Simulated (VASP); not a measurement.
Wanted: the native input for a VASP 6.6.1 run.

- Task: single point
- Functional: PBE
- Potentials or basis: VASP PAW PBE potentials, release 64 (Al, Ni)
- Cutoff: 520 eV
- k mesh: 20 × 20 × 20
- Occupations: gaussian, width 0.15 eV
- Spin: no spin polarisation
- Dipole correction: no
- Further INCAR settings: ALGO = Fast; EDIFF = 1e-06; NBANDS = 14

The structure of AlNi lies in POSCAR:

```
AlNi
1.0
    2.8930835326      0.0000000000      0.0433962530
    0.0000000000      2.8930835326      0.0000000000
    0.0433962530      0.0000000000      2.8930835326
Al Ni
1 1
Direct
    0.0000000000      0.0000000000      0.0000000000
    0.5000000000      0.5000000000      0.5000000000
```

This cell differs from its parent crystal: strain +0.0300 x Voigt [0, 0, 0, 0, 1, 0].

The input as run:

INCAR

```
SYSTEM = AlNi
PREC = Accurate
ENCUT = 520
EDIFF = 1E-6
ISMEAR = 0
SIGMA = 0.15
LREAL = .False.
LASPH = .True.
NELM = 100
ALGO = Fast
ISIF = 2
LWAVE = .False.
LCHARG = .False.
GGA = PE
NBANDS = 14
```

KPOINTS

```
Automatic mesh
0
Gamma
  20 20 20
  0 0 0
```

Potentials or basis: VASP PAW PBE potentials, release 64 (Al, Ni).

The run is started by

```bash
$ cat potpaw_PBE.64/Al/POTCAR potpaw_PBE.64/Ni/POTCAR > POTCAR
$ mpirun -np 1 vasp_std > vasp.out
```

Results of the run:

| Item | Value |
| --- | --- |
| Pressure | 0.0 GPa |
| Band gap on the k mesh | zero (an odd number of electrons rules out a gap without spin polarisation) |

Caveat: the cell differs from its parent crystal (strain +0.0300 x Voigt [0, 0, 0, 0, 1, 0]).

Run time: 9.7 min on 1 thread of Intel Xeon 8259CL, with other jobs on the host, peak memory 0.51 GiB.
